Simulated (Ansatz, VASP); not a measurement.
**One calculation of SrMo2, two programs**

```
Sr Mo
1.0
     3.64976    0.00000    0.00000
    -1.82488    3.16079    0.00000
     0.00000    0.00000    4.97340
Sr Mo
1 2
Direct
  0.00000 0.00000 0.17976
  0.33333 0.66667 0.13243
  0.66667 0.33333 0.68781
```

Alike in both runs: task single point; functional PBE; k mesh 6 × 6 × 4; occupations gaussian, width 0.1 eV; no spin polarisation.

|  | VASP | Ansatz |
| --- | --- | --- |
| version | VASP 6.6.1 | Ansatz 0.2.0 |
| potentials or method | VASP PAW PBE potentials, release 64 (Sr_sv, Mo_sv), cutoff 520 eV | scalar-relativistic, plane waves, PAW |
| valence electrons in the cell | 38 | 38 |

```tsv
	VASP	Ansatz	Ansatz less VASP
gap on the k mesh at the Fermi level (eV)	none	none	-
rms of the force components (eV/Å)	1.632	1.515	-0.1164
```

Atom by atom the forces differ by 0.118 eV/Å (rms over components). A gap of «none» marks a metal or a gap that the smearing closes.
